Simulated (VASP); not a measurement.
Write the native input for VASP 6.6.1 that does the following.

```yaml
Task: single point
Functional: PBE
Potentials_or_basis: VASP PAW PBE potentials, release 64 (Ti_sv, H)
Cutoff: 520 eV
k_mesh: 5 × 5 × 2
Occupations: gaussian, width 0.2 eV
Spin: no spin polarisation
Dipole_correction: no
Further_INCAR_settings: ALGO = Normal; EDIFF = 1e-07; NBANDS = 29
```

The structure of TiH5 lies in POSCAR:

```
TiH5
1.0
    3.0697526331      0.0000000000      0.0000000000
    0.0000000000      3.0697526331      0.0000000000
    0.0000000000      0.0000000000     11.7790183950
Ti H
2 10
Direct
    0.5000000000      0.0000000000      0.0996426370
    0.0000000000      0.5000000000      0.9003573630
    0.5000000000      0.5000000000      0.1837084510
    0.0000000000      0.0000000000      0.1837084510
    0.5000000000      0.5000000000      0.8162915490
    0.0000000000      0.0000000000      0.8162915490
    0.5000000000      0.5000000000      0.0000000000
    0.0000000000      0.0000000000      0.0000000000
    0.0000000000      0.5000000000      0.6263346977
    0.0000000000      0.5000000000      0.5626696478
    0.5000000000      0.0000000000      0.3736653023
    0.5000000000      0.0000000000      0.4373303522
```

One way to write it, as run:

INCAR

```
  ALGO = Normal
  EDIFF = 1E-7
  ENCUT = 520
  GGA = PE
  ISIF = 2
  ISMEAR = 0
  LASPH = T
  LCHARG = F
  LREAL = F
  LWAVE = F
  NBANDS = 29
  NELM = 60
  PREC = Accurate
  SIGMA = 0.2
```

KPOINTS

```
k-points
0
Gamma
  5 5 2
```

Potentials or basis: VASP PAW PBE potentials, release 64 (Ti_sv, H).

The run is started by

```sh
$ cat potpaw_PBE.64/Ti_sv/POTCAR potpaw_PBE.64/H/POTCAR > POTCAR
$ mpirun -np 1 vasp_std > vasp.out
```

Results of the run:

The pressure is 0.1 GPa and the largest force is 0.005 eV/Å. The band gap on the k mesh is zero (bands 17 and 18 overlap by 1.61 eV).

Caveat: the k points lie up to 0.41 Å⁻¹ apart, too coarse for converged energies and pressures of a metal.

Wall time 72 s on 1 thread of Intel Xeon 8259CL, with other jobs on the host, peak memory 0.22 GiB.
